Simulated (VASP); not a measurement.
# MgO: single point with LDA

The system is MgO.

```
Mg O
1.0
     4.16071    0.00000    0.00000
     0.00000   -4.16071    0.00000
     0.00000    0.00000   -4.16071
Mg O
4 4
Direct
  0.96465 0.03535 0.07499
  0.50000 0.50000 0.00000
  0.50000 0.00000 0.50000
  0.00000 0.50000 0.50000
  0.50000 0.00000 0.00000
  0.00000 0.50000 0.00000
  0.00000 0.00000 0.50000
  0.50000 0.50000 0.50000
```

This cell differs from its parent crystal: atom 1 (Mg) moved by -0.208 Å along [1 1 0] and -0.312 Å along [0 0 1].

```
Program             : VASP 6.6.1
Task                : single point
Functional          : LDA
Potentials or basis : VASP PAW LDA potentials, release 64 (Mg_sv, O)
Cutoff              : 840 eV
k mesh              : 6 × 6 × 6
Occupations         : gaussian, width 0.05 eV
Spin                : no spin polarisation
```

The pressure is 5.2 GPa and the largest force is 4.886 eV/Å. The band gap on the k mesh is 4.99 eV.

Forces on the atoms (eV/Å):
```
Mg   1.351  1.351  4.497
Mg  -0.401 -0.401  0.265
Mg  -0.494  0.148 -0.893
Mg   0.148 -0.494 -0.893
O   -0.414 -0.197 -0.439
O   -0.197 -0.414 -0.439
O   -0.048 -0.048 -2.199
O    0.057  0.057  0.101
```

Stress tensor (GPa, compression positive):
```
 2.57 -0.10 -0.52
-0.10  2.57 -0.52
-0.52 -0.52 10.42
```

Levels at points of the mesh, in eV from the valence-band top:
| k point | band 30 | band 31 | band 32 | band 33 | band 34 | band 35 |
| --- | --- | --- | --- | --- | --- | --- |
| (0.00, 0.00, 0.00) | -0.05 | -0.04 | 0.00 | 4.99 | 8.79 | 9.00 |
| (0.50, 0.00, 0.00) | -0.79 | -0.78 | -0.75 | 8.22 | 8.37 | 10.63 |
| (0.00, 0.00, 0.50) | -0.89 | -0.72 | -0.68 | 8.06 | 8.41 | 10.51 |
| (0.50, 0.50, 0.00) | -0.81 | -0.68 | -0.53 | 9.45 | 9.62 | 9.68 |
| (0.00, 0.50, 0.50) | -0.74 | -0.71 | -0.59 | 9.35 | 9.55 | 9.72 |
| (0.50, 0.50, 0.50) | -0.68 | -0.61 | -0.53 | 7.82 | 7.94 | 8.01 |

Run time: 3.3 min on 1 thread of Intel(R) Xeon(R) Platinum 8488C (Sapphire Rapids), with other jobs on the host, peak memory 0.4 GiB.

Caveat: the cell differs from its parent crystal (atom 1 (Mg) moved by -0.208 Å along [1 1 0] and -0.312 Å along [0 0 1]); the stress differs along the axes, from 3 to 10 GPa; forces of over 1 eV/Å act on the atoms, so gaps and moduli don't describe the material at rest.
